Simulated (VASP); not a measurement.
# Ti3N5 in VASP: a series of runs

Ti3N5 is run at these levels: PBE; tasks: single point.

All numbers are computed with VASP 6.6.1; they aren't measurements. Logs are shortened: lines on timing, memory, paths and dates and some standing lists are left out, and cuts for length are marked.

## Step 1: The cell of the first run

The cell holds a slab with vacuum, 8 atoms: a = 3.003 Å, b = 3.003 Å, c = 24.123 Å, α = 90.00°, β = 90.00°, γ = 120.00°.

## Step 2: Single point, PBE, collinear spin

File INCAR:

```
SYSTEM = Ti3N5
PREC = Accurate ; ENCUT = 520
EDIFF = 1E-6 ; ISMEAR = 0
SIGMA = 0.1 ; LREAL = .FALSE.
LASPH = .TRUE. ; NELM = 150
ALGO = Normal ; ISIF = 2
LWAVE = .FALSE. ; LCHARG = .FALSE.
ISPIN = 2 ; MAGMOM = 0 0 0 0 3 0 0 0
LORBIT = 11 ; LMAXMIX = 4
LDIPOL = .TRUE. ; IDIPOL = 3
DIPOL = 0.5 0.5 0.349 ; GGA = PE
NBANDS = 44
```

File KPOINTS:

```
regular mesh
0
G
  9 9 1
  0 0 0
```

File POSCAR:

```
Ti3N5
1.0
    3.0028555063      0.0000000000      0.0000000000
   -1.5014277532      2.6005491524      0.0000000000
    0.0000000000      0.0000000000     24.1233847547
N Ti
5 3
Direct
    0.3333333333      0.6666666667      0.1658142106
    0.0000000000      0.0000000000      0.2674509120
    0.6666666667      0.3333333333      0.3654788005
    0.3333333333      0.6666666667      0.4611038156
    0.8888888889      0.1111111111      0.5684685169
    0.6666666667      0.3333333333      0.2166325614
    0.3333333333      0.6666666667      0.3190139885
    0.0000000000      0.0000000000      0.4290633808
```

Potentials or basis: VASP PAW PBE potentials, release 64 (N, Ti_sv).

Launch:

```bash
$ cat potpaw_PBE.64/N/POTCAR potpaw_PBE.64/Ti_sv/POTCAR > POTCAR
$ mpirun -np 1 vasp_std > vasp.out
```

OUTCAR:

```text
SYSTEM = Ti3N5
   PREC = Accurate
   ENCUT = 520
   EDIFF = 1E-6
   ISMEAR = 0
   LREAL = .FALSE.
   LASPH = .TRUE.
   NELM = 150
   ISIF = 2
   ISPIN = 2
   LORBIT = 11
   GGA = PE

 ion  position               nearest neighbor table
   1  0.333  0.667  0.166-   6 2.12   6 2.12   6 2.12
   2  0.000  0.000  0.267-   6 2.12   6 2.12   6 2.12   7 2.13   7 2.13   7 2.13
   3  0.667  0.333  0.365-   7 2.06   7 2.06   7 2.06   8 2.31   8 2.31   8 2.31
   4  0.333  0.667  0.461-   8 1.90   8 1.90   8 1.90
   5  0.889  0.111  0.568-
   6  0.667  0.333  0.217-   2 2.12   2 2.12   2 2.12   1 2.12   1 2.12   1 2.12
   7  0.333  0.667  0.319-   3 2.06   3 2.06   3 2.06   2 2.13   2 2.13   2 2.13
   8  0.000  0.000  0.429-   4 1.90   4 1.90   4 1.90   3 2.31   3 2.31   3 2.31

  LATTYP: Found a hexagonal cell.
 ALAT       =     3.0028555063
 C/A-ratio  =     8.0334816990

  Lattice vectors:

 A1 = (   3.0028555063,   0.0000000000,   0.0000000000)
 A2 = (  -1.5014277532,   2.6005491524,   0.0000000000)
 A3 = (   0.0000000000,   0.0000000000,  24.1233847547)

Analysis of symmetry for initial positions (statically):
=====================================================================
 Subroutine PRICEL returns:
 Original cell was already a primitive cell.

 Routine SETGRP: Setting up the symmetry group for a
 hexagonal supercell.

 Subroutine GETGRP returns: Found  2 space group operations
 (whereof  2 operations were pure point group operations)
 out of a pool of 24 trial point group operations.

The static configuration has the point symmetry C_1h.

Analysis of symmetry for dynamics (positions and initial velocities):
=====================================================================
 Subroutine PRICEL returns:
 Original cell was already a primitive cell.

 Routine SETGRP: Setting up the symmetry group for a
 hexagonal supercell.

 Subroutine GETGRP returns: Found  2 space group operations
 (whereof  2 operations were pure point group operations)
 out of a pool of 24 trial point group operations.

The dynamic configuration has the point symmetry C_1h.

Analysis of structural, dynamic, and magnetic symmetry:
=====================================================================
 Subroutine PRICEL returns:
 Original cell was already a primitive cell.

 Routine SETGRP: Setting up the symmetry group for a
 hexagonal supercell.

 Subroutine GETGRP returns: Found  2 space group operations
 (whereof  2 operations were pure point group operations)
 out of a pool of 24 trial point group operations.

The overall configuration has the point symmetry C_1h.

 Subroutine INISYM returns: Found  2 space group operations
 (whereof  2 operations are pure point group operations),
 and found     1 'primitive' translations

----------------------------------------------------------------------------------------

                                     Primitive cell

  volume of cell :     188.3813

  direct lattice vectors                    reciprocal lattice vectors
     3.002855506  0.000000000  0.000000000     0.333016357  0.192267083  0.000000000
    -1.501427753  2.600549152  0.000000000     0.000000000  0.384534166  0.000000000
     0.000000000  0.000000000 24.123384755     0.000000000  0.000000000  0.041453553

  length of vectors
     3.002855506  3.002855506 24.123384755     0.384534166  0.384534166  0.041453553

  position of ions in fractional coordinates (direct lattice)
     0.333333333  0.666666667  0.165814211
     0.000000000  0.000000000  0.267450912
     0.666666667  0.333333333  0.365478800
     0.333333333  0.666666667  0.461103816
     0.888888889  0.111111111  0.568468517
     0.666666667  0.333333333  0.216632561
     0.333333333  0.666666667  0.319013988
     0.000000000  0.000000000  0.429063381

  ion indices of the primitive-cell ions
   primitive index   ion index
                 1           1
                 2           2
                 3           3
                 4           4
                 5           5
                 6           6
                 7           7
                 8           8

[... 63 lines left out ...]
   ICHARG =      2    charge: 1-file 2-atom 10-const
   ISPIN  =      2    spin polarized calculation?
   LNONCOLLINEAR =      F non collinear calculations
   LSORBIT =      F    spin-orbit coupling
   LASPH  =      T    aspherical Exc in radial PAW
   ENCUT  =  520.0 eV  38.22 Ry    6.18 a.u.   5.58  5.58 44.85*2*pi/ulx,y,z
   NELM   =    150;   NELMIN=  2; NELMDL= -5     # of ELM steps
   EDIFF  = 0.1E-05   stopping-criterion for ELM
   LREAL  =      F    real-space projection
   EDIFFG = 0.1E-04   stopping-criterion for IOM
   NSW    =      0    number of steps for IOM
   IBRION =     -1    ionic relax: 0-MD 1-quasi-New 2-CG
   NFREE  =      0    steps in history (QN), initial steepest desc. (CG)
   ISIF   =      2    stress and relaxation
   ISYM   =      2    0-nonsym 1-usesym 2-fastsym
   POTIM  = 0.5000    time-step for ionic-motion
   TEBEG  =    0.0;   TEEND  =   0.0 temperature during run
   PSTRESS=    0.0 pullay stress
   NELECT =      61.0000    total number of electrons
   NUPDOWN=      -1.0000    fix difference up-down
   EMIN   =  10.00;   EMAX   =-10.00  energy-range for DOS
   EFERMI =   0.00;   METHOD = LEGACY
   ISMEAR =     0;   SIGMA  =   0.10  broadening in eV -4-tet -1-fermi 0-gaus
   EFERMI_NEDOS =   21; number of points for ismear=-14 and -15
   IALGO  =     38    algorithm
   IMIX   =      4    mixing-type and parameters
     AMIX     =   0.40;   BMIX     =  1.00
     AMIX_MAG =   1.60;   BMIX_MAG =  1.00
  volume/ion in A,a.u.               =      23.55       158.91
  Fermi-wavevector in a.u.,A,eV,Ry     =   1.124188  2.124407 17.195018  1.263798
  Thomas-Fermi vector in A             =   2.260858
   LORBIT       =     11    0 simple, 1 ext, 2 COOP (PROOUT), +10 PAW based schemes
   GGA     = PE    functional components
   LHFCALC =     F    Hartree Fock is set to
   AEXX    =    0.0000 exact exchange contribution
   IVDW    =     0    specifies the selected vdW correction
   LEPSILON=     F    determine dielectric tensor
   LRPA    =     F    only Hartree local field effects (RPA)
 spin polarized calculation
 Gauss-broadening in eV      SIGMA  =   0.10
  energy-cutoff  :      520.00
  volume of cell :      188.38
 maximum number of plane-waves:      5137
   NGX = 11   NGY = 11   NGZ = 89

 dipolmoment           0.000000      0.000000      0.099826 electrons x Angstroem

 number of electron      61.0000012 magnetization       2.9807329

 dipolmoment           0.000000      0.000000     -0.049691 electrons x Angstroem

 Free energy of the ion-electron system (eV)
  ---------------------------------------------------
  ext. energy  EPLUGINS =         0.00000000
  ---------------------------------------------------
  free energy    TOTEN  =       -67.41201787 eV

  energy without entropy =      -67.40221619  energy(sigma->0) =      -67.40711703

 E-fermi :  -1.0456     XC(G=0):  -5.8240

 val. band max:       -1.0997852100   @ k =   0.1111  -0.0000   0.0000
 cond. band min:      -1.0362779523   @ k =   0.4444   0.0000   0.0000
 fundamental gap:      0.0635072577
 Fermi energy:        -1.0455613143

 spin component 1

 k-point     1 :       0.0000    0.0000    0.0000
  band No.  band energies     occupation
      1     -59.0106      1.00000
      2     -58.0315      1.00000
      3     -57.6957      1.00000
      4     -35.3541      1.00000
      5     -35.0457      1.00000
      6     -35.0454      1.00000
[... 1069 lines left out ...]
     41       2.3448      0.00000
     42       2.8685      0.00000

 [... further k-points ...]

 spin component 2

 k-point     1 :       0.0000    0.0000    0.0000
  band No.  band energies     occupation
      1     -59.0148      1.00000
      2     -58.0144      1.00000
      3     -57.6935      1.00000
      4     -35.3601      1.00000
      5     -35.0487      1.00000
      6     -35.0484      1.00000
[... 1069 lines left out ...]
     41       2.3484      0.00000
     42       2.8769      0.00000

 [... further k-points ...]

 [bands above 42 left out]

------------------------ aborting loop because EDIFF is reached ----------------------------------------

 vacuum level on the upper side and lower side of the slab       (xc-potential included)        -0.501         0.633

  FORCE on cell =-STRESS in cart. coord.  units (eV):
  Direction    XX          YY          ZZ          XY          YZ          ZX
  --------------------------------------------------------------------------------------
  -------------------------------------------------------------------------------------
  Total        1.8165646      1.8574940     -3.3397348      0.0354459     -0.0106823      0.0185023
  in kB       15.4498292     15.7979322    -28.4043478      0.3014660     -0.0908523      0.1573611
  external PRESSURE =       0.9478045 kB  Pullay stress =       0.0000000 kB

 VOLUME and BASIS-vectors are now :
 -----------------------------------------------------------------------------
  energy-cutoff  :      520.00
  volume of cell :      188.38
      direct lattice vectors                 reciprocal lattice vectors
     3.002855506  0.000000000  0.000000000     0.333016357  0.192267083  0.000000000
    -1.501427753  2.600549152  0.000000000     0.000000000  0.384534166  0.000000000
     0.000000000  0.000000000 24.123384755     0.000000000  0.000000000  0.041453553

 POSITION                                       TOTAL-FORCE (eV/Angst)
 -----------------------------------------------------------------------------------
     -0.00000      1.73370      4.00000        -0.000681      0.000393      4.378476
      0.00000      0.00000      6.45182        -0.000730      0.000421      1.280249
      1.50143      0.86685      8.81659        -0.002885      0.001666      0.072226
     -0.00000      1.73370     11.12338        -0.002147      0.001240     -0.030851
      2.50238      0.28895     13.71338         0.004069     -0.002349      0.077266
      1.50143      0.86685      5.22591         0.000796     -0.000460     -5.728805
     -0.00000      1.73370      7.69570         0.000386     -0.000223     -0.016555
      0.00000      0.00000     10.35046         0.001191     -0.000688     -0.032006
 -----------------------------------------------------------------------------------
    total drift:                               -0.000030      0.000017     -0.001035

  FREE ENERGIE OF THE ION-ELECTRON SYSTEM (eV)
  ---------------------------------------------------
  free  energy   TOTEN  =       -67.4120178664 eV

  energy  without entropy=      -67.4022161859  energy(sigma->0) =      -67.40711703

 vacuum level on the upper side and lower side of the slab         5.700         6.853

 total charge

# of ion       s       p       d       tot
------------------------------------------
    1        1.311   2.200   0.000   3.511
    2        1.253   2.497   0.000   3.750
    3        1.251   2.478   0.000   3.729
    4        1.298   2.455   0.000   3.753
    5        1.363   1.925   0.000   3.288
    6        2.193   6.225   1.895  10.313
    7        2.199   6.255   1.896  10.350
    8        2.231   6.263   1.980  10.473
--------------------------------------------------
tot         13.099  30.297   5.770  49.166

 magnetization (x)

# of ion       s       p       d       tot
------------------------------------------
    1       -0.000  -0.007   0.000  -0.007
    2       -0.000   0.000   0.000   0.000
    3        0.000   0.001   0.000   0.002
    4        0.004   0.012   0.000   0.016
    5        0.046   1.906   0.000   1.952
    6       -0.000  -0.000   0.002   0.002
    7       -0.000   0.000  -0.004  -0.004
    8        0.000   0.000   0.017   0.018
--------------------------------------------------
tot          0.050   1.913   0.016   1.979
```

It took 9.9 min on 1 thread of Intel Xeon Platinum 8488C (Sapphire Rapids), shared host; peak memory 0.57 GiB.

What came out:

```
Free energy                                           : -67.4120 eV
Largest force                                         : 5.729 eV/Å
Band gap on the k mesh                                : zero (filled and empty bands overlap)
Net moment                                            : 2.98 μB per cell
Site moments                                          : N -0.01, +0.00, +0.02, +1.95 (each value once); Ti +0.00, -0.00, +0.02 μB
Valence electrons inside the program's atomic spheres : N 3.51, 3.75, 3.73, 3.29 (each value once); Ti 10.31, 10.35, 10.47
```

Forces on the atoms (eV/Å):
```
N   -0.001  0.000  4.378
N   -0.001  0.000  1.280
N   -0.003  0.002  0.072
N   -0.002  0.001 -0.031
N    0.004 -0.002  0.077
Ti   0.001  0.000 -5.729
Ti   0.000  0.000 -0.017
Ti   0.001 -0.001 -0.032
```

## Step 3: Single point, PBE, collinear spin

File INCAR:

```
SYSTEM = Ti3N5
PREC = Accurate
ENCUT = 520
EDIFF = 1E-7
ISMEAR = 0
SIGMA = 0.1
LREAL = .False.
LASPH = .True.
NELM = 150
ALGO = Normal
ISIF = 2
LWAVE = .False.
LCHARG = .False.
ISPIN = 2
MAGMOM = 0 0 0 0 3 0 0 0
LORBIT = 11
LMAXMIX = 4
LDIPOL = .True.
IDIPOL = 3
DIPOL = 0.5 0.5 0.341
GGA = PE
NBANDS = 44
```

File KPOINTS:

```
Automatic mesh
0
Gamma
  9 9 1
  0 0 0
```

POSCAR, as its differences from that of step 2:

```diff
@@ -12,3 +12,3 @@
     0.3333333333      0.6666666667      0.4611038156
-    0.8888888889      0.1111111111      0.5684685169
+    0.8888888889      0.1111111111      0.5025573682
     0.6666666667      0.3333333333      0.2166325614
```

Potentials or basis: VASP PAW PBE potentials, release 64 (N, Ti_sv).

Launch:

```bash
$ cat potpaw_PBE.64/N/POTCAR potpaw_PBE.64/Ti_sv/POTCAR > POTCAR
$ mpirun -np 1 vasp_std > vasp.out
```

Wall time 14 min (1 thread of Intel Xeon Platinum 8488C (Sapphire Rapids), shared host); peak memory 0.58 GiB.

Results (log left out):

* Free energy: -67.8979 eV
* Largest force: 5.599 eV/Å
* Net moment: 0.74 μB per cell
* Site moments: N +0.07, +0.01, -0.00, +0.33 (each value once); Ti -0.02, +0.03, +0.07 μB
* Valence electrons inside the program's atomic spheres: N 3.51, 3.75, 3.73, 3.44 (each value once); Ti 10.31, 10.36, 10.72

Forces in eV/Å, atoms in the order of the input:
```
N   -0.015  0.008  4.321
N   -0.033  0.019  1.199
N   -0.001  0.000  0.877
N   -0.373  0.215  2.987
N   -0.530  0.306  0.155
Ti   0.012 -0.007 -5.599
Ti   0.043 -0.025 -0.268
Ti   0.897 -0.518 -3.672
```

Levels at points of the mesh, in eV from the Fermi level:
Spin up:
```
           k point  band 28  band 29  band 30  band 31  band 32  band 33  band 34  band 35
(0.00, 0.00, 0.00)    -1.06    -0.64    -0.35     0.04     0.11     0.43     0.52     1.11
```
Spin down:
```csv
k point,band 26,band 27,band 28,band 29,band 30,band 31,band 32,band 33,band 34,band 35
"(0.00, 0.00, 0.00)",-2.35,-1.15,-0.57,-0.19,-0.12,0.11,0.19,0.48,0.58,1.16
```
